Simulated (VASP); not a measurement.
# Ti (P6_3/mmc) in VASP: a series of runs

Ti is run at these levels: PBE; tasks: relaxation of cell and atoms.

Everything below comes from runs of VASP 6.6.1. Logs are shortened: lines on timing, memory, paths and dates and some standing lists are left out, and cuts for length are marked.

**1. The cell of the first run**

Symmetry: P6_3/mmc, No. 194, hexagonal system. The conventional cell has a = 2.694 Å, b = 2.694 Å, c = 4.364 Å, α = 90.00°, β = 90.00°, γ = 120.00°. Within 3.5 Å of Ti (site symmetry -6m2) lie 12 Ti at 2.68 to 2.69 Å.

**2. Relaxation of cell and atoms, PBE, target pressure 38 GPa, at which the enthalpy is minimised**

INCAR

```
SYSTEM = Ti
  PREC = Accurate
  ENCUT = 600
  EDIFF = 1E-6
  ISMEAR = -1
  SIGMA = 0.1
  LREAL = .FALSE.
  LASPH = .TRUE.
  NELM = 100
  ALGO = Normal
  ISIF = 3
  LWAVE = .FALSE.
  LCHARG = .FALSE.
  GGA = PE
  IBRION = 2
  NSW = 60
  EDIFFG = -0.005
  PSTRESS = 380.0
```

KPOINTS

```
Automatic mesh
0
G
  16 16 9
  0 0 0
```

POSCAR

```
Ti
1.0
    2.6938559237      0.0000000000      0.0000000000
   -1.3469279618      2.3329476641      0.0000000000
    0.0000000000      0.0000000000      4.3640465964
Ti
2
Direct
    0.3333333333      0.6666666667      0.2500000000
    0.6666666667      0.3333333333      0.7500000000
```

Potentials or basis: VASP PAW PBE potentials, release 64 (Ti_sv).

Run with:

```sh
$ cat potpaw_PBE.64/Ti_sv/POTCAR > POTCAR
$ mpirun -np 1 vasp_std > vasp.out
```

OUTCAR:

```text
SYSTEM = Ti
   PREC = Accurate
   ENCUT = 600
   EDIFF = 1E-6
   ISMEAR = -1
   LREAL = .FALSE.
   LASPH = .TRUE.
   NELM = 100
   ISIF = 3
   GGA = PE
   IBRION = 2
   NSW = 60
   EDIFFG = -0.005
   PSTRESS = 380.0

 ion  position               nearest neighbor table
   1  0.333  0.667  0.250-   2 2.68   2 2.68   2 2.68   2 2.68   2 2.68   2 2.68
   2  0.667  0.333  0.750-   1 2.68   1 2.68   1 2.68   1 2.68   1 2.68   1 2.68

  LATTYP: Found a hexagonal cell.
 ALAT       =     2.6938559237
 C/A-ratio  =     1.6200000000

  Lattice vectors:

 A1 = (   2.6938559237,   0.0000000000,   0.0000000000)
 A2 = (  -1.3469279618,   2.3329476641,   0.0000000000)
 A3 = (   0.0000000000,   0.0000000000,   4.3640465964)

Analysis of symmetry for initial positions (statically):
=====================================================================
 Subroutine PRICEL returns:
 Original cell was already a primitive cell.

 Routine SETGRP: Setting up the symmetry group for a
 hexagonal supercell.

 Subroutine GETGRP returns: Found 24 space group operations
 (whereof 12 operations were pure point group operations)
 out of a pool of 24 trial point group operations.

The static configuration has the point symmetry D_3d.
 The point group associated with its full space group is D_6h.

Analysis of symmetry for dynamics (positions and initial velocities):
=====================================================================
 Subroutine PRICEL returns:
 Original cell was already a primitive cell.

 Routine SETGRP: Setting up the symmetry group for a
 hexagonal supercell.

 Subroutine GETGRP returns: Found 24 space group operations
 (whereof 12 operations were pure point group operations)
 out of a pool of 24 trial point group operations.

The dynamic configuration has the point symmetry D_3d.
 The point group associated with its full space group is D_6h.

 Subroutine INISYM returns: Found 24 space group operations
 (whereof 12 operations are pure point group operations),
 and found     1 'primitive' translations

----------------------------------------------------------------------------------------

                                     Primitive cell

  volume of cell :      27.4264

  direct lattice vectors                    reciprocal lattice vectors
     2.693855924  0.000000000  0.000000000     0.371215101  0.214321139  0.000000000
    -1.346927962  2.332947664  0.000000000     0.000000000  0.428642277  0.000000000
     0.000000000  0.000000000  4.364046596     0.000000000  0.000000000  0.229145124

  length of vectors
     2.693855924  2.693855924  4.364046596     0.428642277  0.428642277  0.229145124

  position of ions in fractional coordinates (direct lattice)
     0.333333333  0.666666667  0.250000000
     0.666666667  0.333333333  0.750000000

  ion indices of the primitive-cell ions
   primitive index   ion index
                 1           1
                 2           2

----------------------------------------------------------------------------------------

 KPOINTS: Automatic mesh

Automatic generation of k-mesh.
 Grid dimensions read from file:
 generate k-points for:   16   16    9

 Generating k-lattice:

  Cartesian coordinates                     Fractional coordinates (reciprocal lattice)
     0.023200944  0.013395071  0.000000000     0.062500000 -0.000000000  0.000000000
     0.000000000  0.026790142  0.000000000     0.000000000  0.062500000  0.000000000
     0.000000000  0.000000000  0.025460569     0.000000000  0.000000000  0.111111111

  Length of vectors
     0.026790142  0.026790142  0.025460569

  Shift w.r.t. Gamma in fractional coordinates (k-lattice)
     0.000000000  0.000000000  0.000000000

 Subroutine IBZKPT returns following result:
 ===========================================

 Found    150 irreducible k-points:

 Following reciprocal coordinates:
            Coordinates               Weight
  0.000000  0.000000  0.000000      1.000000
  0.062500  0.000000  0.000000      6.000000
  0.125000  0.000000  0.000000      6.000000
  0.187500  0.000000  0.000000      6.000000
  0.250000  0.000000  0.000000      6.000000
  0.312500  0.000000  0.000000      6.000000
[... 16 lines left out ...]
  0.187500  0.187500  0.000000      6.000000
  0.250000  0.187500  0.000000     12.000000
 [... further k-points ...]
   k-points           NKPTS =    150   k-points in BZ     NKDIM =    150   number of bands    NBANDS=     16
   number of dos      NEDOS =    301   number of ions     NIONS =      2
   total plane-waves  NPLWV =  20736
   dimension x,y,z NGX =    24 NGY =   24 NGZ =   36
   dimension x,y,z NGXF=    48 NGYF=   48 NGZF=   72
   ions per type =               2
   NGX,Y,Z   is equivalent  to a cutoff of  14.81, 14.81, 13.71 a.u.
   NGXF,Y,Z  is equivalent  to a cutoff of  29.62, 29.62, 27.43 a.u.
 SYSTEM =  Ti
   PREC   = accura    normal or accurate (medium, high low for compatibility)
   ISTART =      0    job   : 0-new  1-cont  2-samecut
   ICHARG =      2    charge: 1-file 2-atom 10-const
   ISPIN  =      1    spin polarized calculation?
   LNONCOLLINEAR =      F non collinear calculations
   LSORBIT =      F    spin-orbit coupling
   LASPH  =      T    aspherical Exc in radial PAW
   ENCUT  =  600.0 eV  44.10 Ry    6.64 a.u.   5.38  5.38  8.72*2*pi/ulx,y,z
   NELM   =    100;   NELMIN=  2; NELMDL= -5     # of ELM steps
   EDIFF  = 0.1E-05   stopping-criterion for ELM
   LREAL  =      F    real-space projection
   EDIFFG = -.5E-02   stopping-criterion for IOM
   NSW    =     60    number of steps for IOM
   IBRION =      2    ionic relax: 0-MD 1-quasi-New 2-CG
   NFREE  =      1    steps in history (QN), initial steepest desc. (CG)
   ISIF   =      3    stress and relaxation
   ISYM   =      2    0-nonsym 1-usesym 2-fastsym
   POTIM  = 0.5000    time-step for ionic-motion
   TEBEG  =    0.0;   TEEND  =   0.0 temperature during run
   PSTRESS=  380.0 pullay stress
   NELECT =      24.0000    total number of electrons
   NUPDOWN=      -1.0000    fix difference up-down
   EMIN   =  10.00;   EMAX   =-10.00  energy-range for DOS
   EFERMI =   0.00;   METHOD = LEGACY
   ISMEAR =    -1;   SIGMA  =   0.10  broadening in eV -4-tet -1-fermi 0-gaus
   EFERMI_NEDOS =   21; number of points for ismear=-14 and -15
   IALGO  =     38    algorithm
   IMIX   =      4    mixing-type and parameters
     AMIX     =   0.40;   BMIX     =  1.00
     AMIX_MAG =   1.60;   BMIX_MAG =  1.00
  volume/ion in A,a.u.               =      13.71        92.54
  Fermi-wavevector in a.u.,A,eV,Ry     =   1.565870  2.959065 33.360784  2.451948
  Thomas-Fermi vector in A             =   2.668282
   LORBIT       =      0    0 simple, 1 ext, 2 COOP (PROOUT), +10 PAW based schemes
   GGA     = PE    functional components
   LHFCALC =     F    Hartree Fock is set to
   AEXX    =    0.0000 exact exchange contribution
   IVDW    =     0    specifies the selected vdW correction
   LEPSILON=     F    determine dielectric tensor
   LRPA    =     F    only Hartree local field effects (RPA)
 conjugate gradient relaxation of ions
 non-spin polarized calculation
  energy-cutoff  :      600.00
  volume of cell :       27.43
 maximum number of plane-waves:       942
 NGX is ok and might be reduce to    24
   NGX = 11   NGY = 11   NGZ = 17

--------------------------------------- Ionic step        1  -------------------------------------------

 number of electron      24.0000007 magnetization

 Free energy of the ion-electron system (eV)
  ---------------------------------------------------
  ext. energy  EPLUGINS =         0.00000000
  ---------------------------------------------------
  free energy    TOTEN  =       -14.95142753 eV

  energy without entropy =      -14.88886095  energy(sigma->0) =      -14.92014424

------------------------ aborting loop because EDIFF is reached ----------------------------------------

  FORCE on cell =-STRESS in cart. coord.  units (eV):
  Direction    XX          YY          ZZ          XY          YZ          ZX
  --------------------------------------------------------------------------------------
  -------------------------------------------------------------------------------------
  Total        6.7816568      6.7816568      6.4685841      0.0000000      0.0000000      0.0000000
  in kB      396.1664108    396.1664108    377.8775345      0.0000000      0.0000000      0.0000000
  external PRESSURE =      10.0701187 kB  Pullay stress =     380.0000000 kB
[... 175 lines left out ...]
  enthalpy is  TOTEN    =        -8.4482764371 eV   P V=        6.5363819390

--------------------------------------- Ionic step        6  -------------------------------------------

 number of electron      24.0000009 magnetization

 Free energy of the ion-electron system (eV)
  ---------------------------------------------------
  ext. energy  EPLUGINS =         0.00000000
  ---------------------------------------------------
  free energy    TOTEN  =       -14.98491654 eV

  energy without entropy =      -14.92284147  energy(sigma->0) =      -14.95387901

 E-fermi :  10.9977     XC(G=0): -12.6338

 val. band max:       10.9868315940   @ k =   0.3125   0.3125   0.3333
 cond. band min:      11.0062935903   @ k =   0.3125   0.3125   0.4444
 fundamental gap:      0.0194619964
 Fermi energy:        10.9976963289

 k-point     1 :       0.0000    0.0000    0.0000
  band No.  band energies     occupation
      1     -45.5194      2.00000
      2     -45.1927      2.00000
      3     -22.4231      2.00000
      4     -21.1565      2.00000
      5     -21.1565      2.00000
      6     -20.9939      2.00000
[... 8 lines left out ...]
     15      12.5717      0.00000
     16      12.5717      0.00000
[... 420 lines left out ...]
  band No.  band energies     occupation
      1     -45.2681      2.00000
      2     -45.1170      2.00000
      3     -21.9110      2.00000
      4     -21.9058      2.00000
      5     -21.8079      2.00000
      6     -21.4609      2.00000
[... 8 lines left out ...]
     15      12.1793      0.00001
     16      13.9429      0.00000

 [... further k-points ...]
[... 5 lines left out ...]
  --------------------------------------------------------------------------------------
  -------------------------------------------------------------------------------------
  Total        6.5324254      6.5324254      6.5333346      0.0000000      0.0000000      0.0000000
  in kB      379.7549994    379.7549994    379.8078532      0.0000000      0.0000000      0.0000000
  external PRESSURE =      -0.2273827 kB  Pullay stress =     380.0000000 kB
[... 17 lines left out ...]
  FREE ENERGIE OF THE ION-ELECTRON SYSTEM (eV)
  ---------------------------------------------------
  free  energy   TOTEN  =       -14.9849165395 eV

  energy  without entropy=      -14.9228414709  energy(sigma->0) =      -14.95387901

  enthalpy is  TOTEN    =        -8.4482767192 eV   P V=        6.5366398203

 reached required accuracy - stopping structural energy minimisation
```

Wall time 6.2 min (1 thread of Intel Xeon 8259CL, shared host); peak memory 0.21 GiB.

Results:

* Free energy: -14.9849 eV
* Relaxed volume: 13.78 Å³/atom
* Relaxed cell: a = 2.710 Å, b = 2.710 Å, c = 4.333 Å, α = 90.00°, β = 90.00°, γ = 120.00°
* Space group after relaxing (to 0.1 Å): P6_3/mmc (No. 194)
* Energy change on relaxing (the run minimises the enthalpy): -16.7 meV/atom
* Ionic steps: 6
* Pressure after relaxing: 38.0 GPa
* Band gap on the k mesh: zero (bands 12 and 13 overlap by 1.23 eV)

The path:
```tsv
step	energy change (eV)	largest force (eV/Å)	pressure (GPa)	volume (Å³)
1	0.0000	0.0000	39.01	27.43
2	-0.0817	0.0000	36.21	27.77
3	-0.0452	0.0000	37.46	27.61
4	-0.0351	0.0000	37.88	27.57
5	-0.0332	0.0000	37.94	27.56
6	-0.0335	0.0000	37.98	27.56
```

Final structure:
```
Ti
1.0
     2.70994    0.00000    0.00000
    -1.35497    2.34688    0.00000
     0.00000    0.00000    4.33342
Ti
2
Cartesian
  0.0000 1.5646 1.0834
  1.3550 0.7823 3.2501
```

Caveat: the cell is relaxed towards a set pressure, so the run minimises the enthalpy, not the energy.

**3. Relaxation of cell and atoms, PBE, target pressure 38 GPa, at which the enthalpy is minimised**

This run uses another cell than the first one, of 13.83 Å³/atom.

INCAR

```
PREC = Accurate ; ENCUT = 600
EDIFF = 1E-6 ; ISMEAR = -1
SIGMA = 0.1 ; LREAL = False
LASPH = True ; NELM = 80
ALGO = Normal ; ISIF = 3
LWAVE = False ; LCHARG = False
GGA = PE ; IBRION = 2
NSW = 32 ; EDIFFG = -0.005
PSTRESS = 380.0
```

KPOINTS

```
regular mesh
0
Gamma
  16 16 9
```

POSCAR

```
Ti
1.0
    2.7138196662      0.0000000000      0.0000000000
   -1.3569098331      2.3502367722      0.0000000000
    0.0000000000      0.0000000000      4.3378440896
Ti
2
Direct
    0.3333333333      0.6666666667      0.2500000000
    0.6666666667      0.3333333333      0.7500000000
```

Potentials or basis: VASP PAW PBE potentials, release 64 (Ti_sv).

Run with:

```sh
$ cat potpaw_PBE.64/Ti_sv/POTCAR > POTCAR
$ mpirun -np 1 vasp_std > vasp.out
```

Wall time 2.6 min (1 thread of Intel Xeon Platinum 8259CL at 2.50GHz (Skylake/Cascade Lake), shared host); peak memory 0.2 GiB.

It converged, with:

```yaml
Free_energy: -14.9846 eV
Relaxed_volume: 13.78 Å³/atom
Relaxed_cell: a = 2.710 Å, b = 2.710 Å, c = 4.332 Å, α = 90.00°, β = 90.00°, γ = 120.00°
Space_group_after_relaxing_to_0.1_Å: P6_3/mmc (No. 194)
Energy_change_on_relaxing_the_run_minimises_the_enthalpy: +12.8 meV/atom
Ionic_steps: 3
Pressure_after_relaxing: 38.0 GPa
Band_gap_on_the_k_mesh: zero (bands 12 and 13 overlap by 1.23 eV)
```

The path:
| step | energy change (eV) | largest force (eV/Å) | pressure (GPa) | volume (Å³) |
| --- | --- | --- | --- | --- |
| 1 | 0.0000 | 0.0000 | 37.16 | 27.67 |
| 2 | 0.0691 | 0.0000 | 39.46 | 27.38 |
| 3 | 0.0256 | 0.0000 | 38.01 | 27.56 |

Final structure:
```yaml
crystal:
  lattice:
    - [2.71023, 0.00000, 0.00000]
    - [-1.35512, 2.34713, 0.00000]
    - [0.00000, 0.00000, 4.33217]
  atoms:
    - { symbol: Ti, position: [0.33333, 0.66667, 0.25000] }
    - { symbol: Ti, position: [0.66667, 0.33333, 0.75000] }
```

Levels at points of the mesh, in eV from the Fermi level:
| k point | band 9 | band 10 | band 11 | band 12 | band 13 | band 14 | band 15 | band 16 |
| --- | --- | --- | --- | --- | --- | --- | --- | --- |
| (0.00, 0.00, 0.00) | -6.63 | -3.29 | 0.90 | 0.90 | 0.99 | 1.57 | 1.57 | 1.57 |
| (0.50, 0.00, 0.00) | -2.93 | -2.62 | -2.53 | -0.17 | 0.56 | 0.85 | 1.54 | 4.48 |

Caveat: the cell is relaxed towards a set pressure, so the run minimises the enthalpy, not the energy.
